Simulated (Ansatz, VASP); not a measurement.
# One calculation of Si7Ge, two programs

The input POSCAR:

```
Si7Ge
1.0
    0.0000000000     -5.4679684317      0.0000000000
    0.0000000000      0.0000000000     -5.4679684317
   10.9359368634     -1.3669921079     -1.3669921079
Si Ge
14 2
Direct
    0.7317903970      0.7317903970      0.0631153791
    0.6067903970      0.6067903970      0.5631153791
    0.2657750000      0.2657750000      0.9369000000
    0.3907750000      0.3907750000      0.4369000000
    0.4532750000     -0.0467250000      0.1869000000
    0.3282750000     -0.1717250000      0.6869000000
   -0.0467250000      0.4532750000      0.1869000000
   -0.1717250000      0.3282750000      0.6869000000
    0.6698980866      0.1747596030      0.3106846209
    0.5448980866      0.0497596030      0.8106846209
    0.1747596030      0.6698980866      0.3106846209
    0.0497596030      0.5448980866      0.8106846209
    0.2366519134      0.2366519134      0.0631153791
    0.1116519134      0.1116519134      0.5631153791
   -0.2342250000     -0.2342250000      0.9369000000
   -0.1092250000     -0.1092250000      0.4369000000
```

File INCAR.step1:

```
  PREC = Accurate
  ENCUT = 520
  ISMEAR = 0
  SIGMA = 0.05
  LREAL = Auto
  LASPH = True
  NELM = 80
  NBANDS = 56
  GGA = PE
  ALGO = Normal
  EDIFF = 1E-4
  LWAVE = True
  LCHARG = False
```

INCAR.step2

```
  PREC = Accurate
  ENCUT = 520
  EDIFF = 1E-7
  ISMEAR = 0
  SIGMA = 0.05
  LREAL = Auto
  LASPH = True
  NELM = 80
  ALGO = Normal
  ISIF = 2
  LWAVE = False
  LCHARG = False
  METAGGA = R2SCAN
  LMIXTAU = True
  NBANDS = 56
  ISTART = 1
```

KPOINTS

```
Automatic mesh
0
Gamma
  6 6 3
```

Input for Ansatz:

```yaml
crystal:
  lattice:
    - [0.0, -5.4679684317, 0.0]
    - [0.0, 0.0, -5.4679684317]
    - [10.9359368634, -1.3669921079, -1.3669921079]
  atoms:
    - { symbol: Si, position: [0.731790397, 0.731790397, 0.0631153791] }
    - { symbol: Si, position: [0.606790397, 0.606790397, 0.5631153791] }
    - { symbol: Si, position: [0.265775, 0.265775, 0.9369] }
    - { symbol: Si, position: [0.390775, 0.390775, 0.4369] }
    - { symbol: Si, position: [0.453275, -0.046725, 0.1869] }
    - { symbol: Si, position: [0.328275, -0.171725, 0.6869] }
    - { symbol: Si, position: [-0.046725, 0.453275, 0.1869] }
    - { symbol: Si, position: [-0.171725, 0.328275, 0.6869] }
    - { symbol: Si, position: [0.6698980866, 0.174759603, 0.3106846209] }
    - { symbol: Si, position: [0.5448980866, 0.049759603, 0.8106846209] }
    - { symbol: Si, position: [0.174759603, 0.6698980866, 0.3106846209] }
    - { symbol: Si, position: [0.049759603, 0.5448980866, 0.8106846209] }
    - { symbol: Si, position: [0.2366519134, 0.2366519134, 0.0631153791] }
    - { symbol: Si, position: [0.1116519134, 0.1116519134, 0.5631153791] }
    - { symbol: Ge, position: [-0.234225, -0.234225, 0.9369] }
    - { symbol: Ge, position: [-0.109225, -0.109225, 0.4369] }
basis:
  ecutwfc: 500
kpoints:
  mp_grid: { grid: [6, 6, 3] }
hamiltonian:
  xc: r2scan
scf:
  occupations: { method: gaussian, width: 0.05 }
output:
  forces: true
  stress: true
  eigenvalues: true
```

Alike in both runs: task single point; functional r2SCAN; k mesh 6 × 6 × 3; occupations gaussian, width 0.05 eV; no spin polarisation.

|  | VASP | Ansatz |
| --- | --- | --- |
| version | VASP 6.6.1 | Ansatz 0.2.0 |
| potentials or method | VASP PAW PBE potentials, release 64 (Si, Ge_d), cutoff 520 eV | scalar-relativistic, plane waves, PAW |
| valence electrons in the cell | 84 | 84 |

```tsv
	VASP	Ansatz	Ansatz less VASP
gap on the k mesh at the Fermi level (eV)	0.58	0.57	-0.012
least direct gap on the mesh (eV)	0.65	0.63	-0.014
rms of the force components (eV/Å)	20.351	19.331	-1.0205
```

VASP's potentials were made for PBE, not for r2SCAN. Atom by atom the forces differ by 1.160 eV/Å (rms over components). The functional is the same, so the differences come from potentials, cutoffs and numerics.
